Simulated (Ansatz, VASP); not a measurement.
One calculation of P4C, two programs

INCAR

```
PREC = Accurate
ENCUT = 520
EDIFF = 1E-7
ISMEAR = 0
SIGMA = 0.1
LREAL = F
LASPH = T
NELM = 80
ALGO = Normal
ISIF = 2
LWAVE = F
LCHARG = T
GGA = PE
LELF = T
LVHAR = T
NBANDS = 20
```

File KPOINTS:

```
Automatic mesh
0
Gamma
  4 4 4
```

Contents of POSCAR:

```
P4C
1.0
    4.4979815600      0.0000000000      0.0000000000
    0.0000000000      4.4979815600      0.0000000000
    0.0000000000      0.0000000000      4.4979815600
P C
4 1
Direct
    0.5000000000      0.0000000000      0.0000000000
    0.0000000000      0.5000000000      0.0000000000
    0.0000000000      0.0000000000      0.5000000000
    0.5000000000      0.5000000000      0.5000000000
    0.0000000000      0.0000000000      0.0000000000
```

Input for Ansatz:

```yaml
crystal:
  lattice:
    - [4.49798156, 0.0, 0.0]
    - [0.0, 4.49798156, 0.0]
    - [0.0, 0.0, 4.49798156]
  atoms:
    - { symbol: P, position: [0.5, 0.0, 0.0] }
    - { symbol: P, position: [0.0, 0.5, 0.0] }
    - { symbol: P, position: [0.0, 0.0, 0.5] }
    - { symbol: P, position: [0.5, 0.5, 0.5] }
    - { symbol: C, position: [0.0, 0.0, 0.0] }
basis:
  ecutwfc: 420
kpoints:
  mp_grid: { grid: [4, 4, 4] }
hamiltonian:
  xc: pbe
scf:
  occupations: { method: gaussian, width: 0.1 }
  lower_state_search: "off"
output:
  forces: true
  stress: true
  eigenvalues: true
```

Change from the starting cell: species swapped into the Co4N type (Pm-3m, No. 221).

Alike in both runs: task single point; functional PBE; k mesh 4 × 4 × 4; occupations gaussian, width 0.1 eV; no spin polarisation.

```csv
,VASP,Ansatz
version,VASP 6.6.1,Ansatz 0.2.0
potentials or method,"VASP PAW PBE potentials, release 64 (P, C), cutoff 520 eV","scalar-relativistic, plane waves, PAW"
valence electrons in the cell,24,24
```

|  | VASP | Ansatz | Ansatz less VASP |
| --- | --- | --- | --- |
| gap on the k mesh at the Fermi level (eV) | none | none | - |
| pressure (GPa) | -17.6 | -17.6 | +0.04 |

A gap of «none» marks a metal or a gap that the smearing closes.
